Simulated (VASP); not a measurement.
The system is CoSi2.

```
Co Si
1.0
     0.00000    2.68250    2.68250
     2.68250    0.00000    2.68250
     2.68250    2.68250    0.00000
Co Si
1 2
Direct
  0.00000 0.00000 0.00000
  0.25000 0.25000 0.25000
  0.75000 0.75000 0.75000
```

Base run:

```yaml
Program: VASP 6.6.1
Functional: r2SCAN
Potentials_or_basis: VASP PAW PBE potentials, release 64 (Co, Si)
Cutoff: 520 eV
k_mesh: 8 × 8 × 8
Occupations: gaussian, width 0.05 eV
Spin: collinear spin, ferromagnetic start
Starting_moments: "[0.05, 0.0, 0.0] μB"
```

Its results: pressure -5.3 GPa; net moment 0.00 μB per cell.

**Question.** The run is repeated on the same cell with these changes: functional from r2SCAN to PBEsol; dispersion from none to D3(BJ). What comes out?

**Answer.** Pressure -10.0 GPa; net moment 0.00 μB per cell.

Several settings changed at once, so the effect can't be laid on one alone.

Caveats: the PAW data sets were made with another functional, which shifts forces and pressure a little; pairwise dispersion overbinds metals, which lowers pressure and volume (some runs).
